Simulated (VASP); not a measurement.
# SiC (P1) in VASP: a series of runs

The runs below take SiC through single point, with r2SCAN.

Everything below comes from runs of VASP 6.6.1. Logs are shortened: lines on timing, memory, paths and dates and some standing lists are left out, and cuts for length are marked.

### Step 1. The cell of the first run

The typed cell holds 8 atoms: a = 3.075 Å, b = 3.075 Å, c = 10.115 Å, α = 88.26°, β = 86.51°, γ = 60.00°.

### Step 2. Single point, r2SCAN (the part above a cut slid along it)

Contents of POSCAR:

```
SiC
1.0
   -3.0751950066      0.0000000000      0.0000000000
   -1.5375975033     -2.6631969973      0.0000000000
   -0.6150390013      0.0000000000     10.0963337124
Si C
4 4
Direct
    0.1521230451      0.3333333333      0.9060514413
    0.2521230451      0.3333333333      0.4060514413
    0.6354563784      0.6666666667      0.1560514413
    0.5354563784      0.6666666667      0.6560514413
    0.3145436216      0.3333333333      0.0939485587
    0.2145436216      0.3333333333      0.5939485587
    0.5978769549      0.6666666667      0.3439485587
    0.4978769549      0.6666666667      0.8439485587
```

Contents of INCAR.step1:

```
  PREC = Accurate
  ENCUT = 520
  ISMEAR = 0
  SIGMA = 0.05
  LREAL = False
  LASPH = True
  NELM = 60
  NBANDS = 26
  GGA = PE
  ALGO = Normal
  EDIFF = 1E-4
  LWAVE = True
  LCHARG = False
```

Contents of INCAR.step2:

```
  PREC = Accurate
  ENCUT = 520
  EDIFF = 1E-7
  ISMEAR = 0
  SIGMA = 0.05
  LREAL = False
  LASPH = True
  NELM = 60
  ALGO = Normal
  ISIF = 2
  LWAVE = False
  LCHARG = False
  METAGGA = R2SCAN
  LMIXTAU = True
  NBANDS = 26
  ISTART = 1
```

Contents of KPOINTS:

```
Automatic mesh
0
Gamma
  8 8 3
```

Potentials or basis: VASP PAW PBE potentials, release 64 (Si, C).

Launch:

```console
$ cat potpaw_PBE.64/Si/POTCAR potpaw_PBE.64/C/POTCAR > POTCAR
$ cp INCAR.step1 INCAR
$ mpirun -np 1 vasp_std > vasp.out
$ cp INCAR.step2 INCAR
$ mpirun -np 1 vasp_std > vasp.out
```

OUTCAR:

```text
PREC = Accurate
   ENCUT = 520
   EDIFF = 1E-7
   ISMEAR = 0
   LREAL = False
   LASPH = True
   NELM = 60
   ISIF = 2
   METAGGA = R2SCAN
   ISTART = 1

 ion  position               nearest neighbor table
   1  0.152  0.333  0.906-   8 1.88   8 1.88   8 1.88   5 1.99   3 2.83   4 3.09   4 3.09   4 3.09
                             3 3.15
   2  0.252  0.333  0.406-   7 1.88   7 1.88   7 1.88   6 1.90   3 3.09   4 3.09   3 3.09   4 3.09
                             4 3.09   3 3.09
   3  0.635  0.667  0.156-   5 1.88   5 1.88   5 1.88   7 1.90   1 2.83   2 3.09   2 3.09   2 3.09
                             1 3.15
   4  0.535  0.667  0.656-   6 1.88   6 1.88   6 1.88   8 1.90   2 3.09   1 3.09   1 3.09   2 3.09
                             2 3.09   1 3.09
   5  0.315  0.333  0.094-   3 1.88   3 1.88   3 1.88   1 1.99
   6  0.215  0.333  0.594-   4 1.88   4 1.88   4 1.88   2 1.90
   7  0.598  0.667  0.344-   2 1.88   2 1.88   2 1.88   3 1.90
   8  0.498  0.667  0.844-   1 1.88   1 1.88   1 1.88   4 1.90

  LATTYP: Found a base centered monoclinic cell.
 ALAT       =     3.0751950066
 B/A-ratio  =     1.7320508076
 C/A-ratio  =     3.2892384153
 COS(beta)  =    -0.0608043488

  Lattice vectors:

 A1 = (   1.5375975033,  -2.6631969973,   0.0000000000)
 A2 = (   1.5375975033,   2.6631969973,   0.0000000000)
 A3 = (  -0.6150390013,   0.0000000000,  10.0963337124)

Analysis of symmetry for initial positions (statically):
=====================================================================
 Subroutine PRICEL returns:
 Original cell was already a primitive cell.

 Routine SETGRP: Setting up the symmetry group for a
 base centered monoclinic supercell.

 Subroutine GETGRP returns: Found  1 space group operations
 (whereof  1 operations were pure point group operations)
 out of a pool of  4 trial point group operations.

The static configuration has the point symmetry C_1 .

Analysis of symmetry for dynamics (positions and initial velocities):
=====================================================================
 Subroutine PRICEL returns:
 Original cell was already a primitive cell.

 Routine SETGRP: Setting up the symmetry group for a
 base centered monoclinic supercell.

 Subroutine GETGRP returns: Found  1 space group operations
 (whereof  1 operations were pure point group operations)
 out of a pool of  4 trial point group operations.

[... 110 lines left out ...]
   ENCUT  =  520.0 eV  38.22 Ry    6.18 a.u.   5.72  5.72 18.81*2*pi/ulx,y,z
   NELM   =     60;   NELMIN=  2; NELMDL=  0     # of ELM steps
   EDIFF  = 0.1E-06   stopping-criterion for ELM
   LREAL  =      F    real-space projection
   EDIFFG = 0.1E-05   stopping-criterion for IOM
   NSW    =      0    number of steps for IOM
   IBRION =     -1    ionic relax: 0-MD 1-quasi-New 2-CG
   NFREE  =      0    steps in history (QN), initial steepest desc. (CG)
   ISIF   =      2    stress and relaxation
   ISYM   =      2    0-nonsym 1-usesym 2-fastsym
   POTIM  = 0.5000    time-step for ionic-motion
   TEBEG  =    0.0;   TEEND  =   0.0 temperature during run
   PSTRESS=    0.0 pullay stress
   NELECT =      32.0000    total number of electrons
   NUPDOWN=      -1.0000    fix difference up-down
   EMIN   =  10.00;   EMAX   =-10.00  energy-range for DOS
   EFERMI =   0.00;   METHOD = LEGACY
   ISMEAR =     0;   SIGMA  =   0.05  broadening in eV -4-tet -1-fermi 0-gaus
   EFERMI_NEDOS =   21; number of points for ismear=-14 and -15
   IALGO  =     38    algorithm
   IMIX   =      4    mixing-type and parameters
     AMIX     =   0.40;   BMIX     =  1.00
     AMIX_MAG =   1.60;   BMIX_MAG =  1.00
  volume/ion in A,a.u.               =      10.34        69.75
  Fermi-wavevector in a.u.,A,eV,Ry     =   1.193012  2.254466 19.364879  1.423278
  Thomas-Fermi vector in A             =   2.329037
   LORBIT       =      0    0 simple, 1 ext, 2 COOP (PROOUT), +10 PAW based schemes
   METAGGA = R2SCAN    functional components
   LHFCALC =     F    Hartree Fock is set to
   AEXX    =    0.0000 exact exchange contribution
   IVDW    =     0    specifies the selected vdW correction
   LEPSILON=     F    determine dielectric tensor
   LRPA    =     F    only Hartree local field effects (RPA)
 non-spin polarized calculation
 Gauss-broadening in eV      SIGMA  =   0.05
  energy-cutoff  :      520.00
  volume of cell :       82.69
 maximum number of plane-waves:      2242
   NGX = 11   NGY = 11   NGZ = 37

 number of electron      32.0000001 magnetization

 Free energy of the ion-electron system (eV)
  ---------------------------------------------------
  ext. energy  EPLUGINS =         0.00000000
  ---------------------------------------------------
  free energy    TOTEN  =       -76.67321709 eV

  energy without entropy =      -76.67321709  energy(sigma->0) =      -76.67321709

 E-fermi :   8.7164     XC(G=0): -11.9446

 val. band max:        8.4692462650   @ k =   0.0000   0.0000   0.0000
 cond. band min:      10.8325765705   @ k =   0.5000  -0.0000   0.3333
 fundamental gap:      2.3633303055
 Fermi energy:         8.7164083195

 k-point     1 :       0.0000    0.0000    0.0000
  band No.  band energies     occupation
      1      -8.1949      2.00000
      2      -6.9749      2.00000
      3      -6.9385      2.00000
      4      -4.5689      2.00000
      5      -0.7923      2.00000
      6       3.5088      2.00000
[... 685 lines left out ...]
     25      18.2846      0.00000
     26      18.4816      0.00000

 [... further k-points ...]
[... 5 lines left out ...]
  --------------------------------------------------------------------------------------
  -------------------------------------------------------------------------------------
  Total       -1.5545521      0.1705162      0.1988530      0.5771543      0.5180108      4.4439878
  in kB      -30.1214734      3.3039743      3.8530358     11.1831164     10.0371354     86.1080575
  external PRESSURE =      -7.6548211 kB  Pullay stress =       0.0000000 kB

 VOLUME and BASIS-vectors are now :
 -----------------------------------------------------------------------------
  energy-cutoff  :      520.00
  volume of cell :       82.69
      direct lattice vectors                 reciprocal lattice vectors
    -3.075195007  0.000000000  0.000000000    -0.325182630  0.187744279 -0.019809171
    -1.537597503 -2.663196997  0.000000000     0.000000000 -0.375488558  0.000000000
    -0.615039001  0.000000000 10.096333712     0.000000000  0.000000000  0.099045855

 POSITION                                       TOTAL-FORCE (eV/Angst)
 -----------------------------------------------------------------------------------
     -1.53760     -0.88773      9.14780        -1.685107      0.142118      0.318280
     -1.53760     -0.88773      4.09963         0.020186     -0.003428     -0.074849
     -3.07520     -1.77546      1.57555         0.155317     -0.157140      0.142768
     -3.07520     -1.77546      6.62371        -0.120110     -0.056850     -0.120567
     -1.53760     -0.88773      0.94854         1.579948      0.257380     -0.316859
     -1.53760     -0.88773      5.99670        -0.004779     -0.008557      0.057366
     -3.07520     -1.77546      3.47262         0.120340      0.020216      0.099191
     -3.07520     -1.77546      8.52079        -0.065794     -0.193739     -0.105331
 -----------------------------------------------------------------------------------
    total drift:                                0.000270      0.000011      0.000923

  FREE ENERGIE OF THE ION-ELECTRON SYSTEM (eV)
  ---------------------------------------------------
  free  energy   TOTEN  =       -76.6732170928 eV

  energy  without entropy=      -76.6732170928  energy(sigma->0) =      -76.67321709
```

OSZICAR.step1:

```text
N       E                     dE             d eps       ncg     rms          rms(c)
DAV:   1     0.746489985710E+02    0.74649E+02   -0.14401E+04  5096   0.111E+03
DAV:   2    -0.600064180821E+02   -0.13466E+03   -0.12511E+03  6754   0.196E+02
DAV:   3    -0.669529085323E+02   -0.69465E+01   -0.68974E+01  6968   0.414E+01
DAV:   4    -0.670385860096E+02   -0.85677E-01   -0.85566E-01  6464   0.540E+00
DAV:   5    -0.670400857538E+02   -0.14997E-02   -0.14988E-02  6890   0.673E-01    0.175E+01
DAV:   6    -0.598503811390E+02    0.71897E+01   -0.19025E+01  6466   0.192E+01    0.787E+00
DAV:   7    -0.596948045347E+02    0.15558E+00   -0.20578E+00  6864   0.649E+00    0.339E+00
DAV:   8    -0.596630654241E+02    0.31739E-01   -0.11022E-01  6162   0.160E+00    0.104E+00
DAV:   9    -0.596601823956E+02    0.28830E-02   -0.16401E-02  6476   0.701E-01    0.168E-01
DAV:  10    -0.596606552504E+02   -0.47285E-03   -0.14054E-03  6360   0.186E-01    0.827E-02
DAV:  11    -0.596607585843E+02   -0.10333E-03   -0.17573E-04  4408   0.854E-02    0.161E-02
DAV:  12    -0.596607603791E+02   -0.17948E-05   -0.26123E-05  3192   0.278E-02
   1 F= -.59660760E+02 E0= -.59660760E+02  d E =-.107702E-15
```

Wall time 14 min (1 thread of Oxide Virtual Turin-like, shared host); peak memory 0.28 GiB.

Results:

```
Free energy            : -76.6732 eV
Pressure               : -0.8 GPa
Largest force          : 1.721 eV/Å
Band gap on the k mesh : 2.36 eV (least direct gap 3.97 eV)
```

Forces on the atoms (eV/Å):
```
Si  -1.685  0.142  0.318
Si   0.020 -0.003 -0.075
Si   0.155 -0.157  0.143
Si  -0.120 -0.057 -0.121
C    1.580  0.257 -0.317
C   -0.005 -0.009  0.057
C    0.120  0.020  0.099
C   -0.066 -0.194 -0.105
```

Caveat: the cell differs from its parent crystal (the part above a cut slid along it); the PAW data sets were made with another functional, which shifts forces and pressure a little. A k mesh can miss the band edges.

### Step 3. Single point, r2SCAN (the part above a cut slid along it)

Contents of POSCAR:

```
SiC
1.0
   -3.0751950066      0.0000000000      0.0000000000
   -1.5375975033     -2.6631969973      0.0000000000
   -1.2300780026      0.0000000000     10.0963337124
Si C
4 4
Direct
   -0.0290872432      0.3333333333      0.9060514413
    0.1709127568      0.3333333333      0.4060514413
    0.6042460901      0.6666666667      0.1560514413
    0.4042460901      0.6666666667      0.6560514413
    0.2957539099      0.3333333333      0.0939485587
    0.0957539099      0.3333333333      0.5939485587
    0.5290872432      0.6666666667      0.3439485587
    0.3290872432      0.6666666667      0.8439485587
```

Contents of INCAR.step1:

```
PREC = Accurate ; ENCUT = 520
ISMEAR = 0 ; SIGMA = 0.05
LREAL = False ; LASPH = True
NELM = 100 ; NBANDS = 26
GGA = PE ; ALGO = Normal
EDIFF = 1E-4 ; LWAVE = True
LCHARG = False
```

Contents of INCAR.step2:

```
PREC = Accurate ; ENCUT = 520
EDIFF = 1E-6 ; ISMEAR = 0
SIGMA = 0.05 ; LREAL = False
LASPH = True ; NELM = 100
ALGO = Normal ; ISIF = 2
LWAVE = False ; LCHARG = True
METAGGA = R2SCAN ; LMIXTAU = True
LELF = True ; LVHAR = True
NBANDS = 26 ; ISTART = 1
```

KPOINTS is that of step 2.

Potentials or basis: VASP PAW PBE potentials, release 64 (Si, C).

Launch:

```console
$ cat potpaw_PBE.64/Si/POTCAR potpaw_PBE.64/C/POTCAR > POTCAR
$ cp INCAR.step1 INCAR
$ mpirun -np 1 vasp_std > vasp.out
$ cp INCAR.step2 INCAR
$ mpirun -np 1 vasp_std > vasp.out
```

Wall time 6.8 min (1 thread of Oxide Virtual Turin-like, shared host); peak memory 0.28 GiB.

It converged, with:

```
Free energy            : -75.3490 eV
Pressure               : -1.5 GPa
Largest force          : 1.831 eV/Å
Band gap on the k mesh : 0.99 eV (least direct gap 1.73 eV)
```

Forces in eV/Å, atoms in the order of the input:
```
Si  -1.504  0.288  0.337
Si   0.022 -0.023 -0.175
Si   0.043 -0.419  0.179
Si  -0.112 -0.223 -0.279
C    1.575  0.931  0.068
C    0.001 -0.035  0.112
C    0.134  0.092  0.251
C   -0.158 -0.612 -0.492
```

Stress tensor (GPa, compression positive):
```
-9.36  1.33  8.24
 1.33  1.01  4.63
 8.24  4.63  3.75
```

Levels at points of the mesh, in eV from the valence-band top:
```
           k point  band 13  band 14  band 15  band 16  band 17  band 18  band 19  band 20
(0.00, 0.00, 0.00)    -0.80    -0.61    -0.43    -0.01     4.64     5.23     6.04     6.33
(0.50, 0.00, 0.00)    -3.23    -2.76    -1.99    -1.08     1.43     3.07     3.39     4.12
(0.50, 0.50, 0.00)    -3.03    -2.77    -1.90    -0.95     1.43     2.85     3.39     4.07
(0.00, 0.50, 0.00)    -2.87    -2.39    -2.20    -1.89     1.83     3.08     3.42     4.39
```

Caveat: the cell differs from its parent crystal (the part above a cut slid along it); the stress differs along the axes, from -9 to 4 GPa; the PAW data sets were made with another functional, which shifts forces and pressure a little.
